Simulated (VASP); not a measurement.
Here is a VASP 6.6.1 calculation.

The input INCAR:

```
PREC = Accurate ; ENCUT = 520
EDIFF = 1E-7 ; ISMEAR = -1
SIGMA = 0.05 ; LREAL = False
LASPH = True ; NELM = 150
ALGO = Normal ; ISIF = 2
LWAVE = False ; LCHARG = False
ISPIN = 2 ; MAGMOM = 0 0 0 0 0 0
LORBIT = 11 ; NUPDOWN = 0.0
LMAXMIX = 4 ; GGA = PS
NBANDS = 48
```

KPOINTS

```
regular mesh
0
Gamma
  5 5 6
```

Contents of POSCAR:

```
CoSn
1.0
    5.2460399276      0.0000000000      0.0000000000
   -2.6230199638      4.5432038466      0.0000000000
    0.0000000000      0.0000000000      4.1875903000
Sn Co
3 3
Direct
    0.0000000000      0.0000000000      0.0000000000
    0.3333333333      0.6666666667      0.5000000000
    0.6666666667      0.3333333333      0.5000000000
    0.5000000000      0.0000000000      0.0000000000
    0.5000000000      0.5000000000      0.0000000000
    0.0000000000      0.5000000000      0.0000000000
```

Potentials or basis: VASP PAW PBE potentials, release 64 (Sn_d, Co).

Run with:

```console
$ cat potpaw_PBE.64/Sn_d/POTCAR potpaw_PBE.64/Co/POTCAR > POTCAR
$ mpirun -np 1 vasp_std > vasp.out
```

Q: Estimate the pressure.

A: -2.0 GPa.

Stress tensor (GPa, compression positive):
```
-2.19  0.00  0.00
 0.00 -2.19  0.00
 0.00  0.00 -1.58
```

Caveat: the PAW data sets were made with another functional, which shifts forces and pressure a little; the total moment is fixed, so each spin has its own Fermi level.
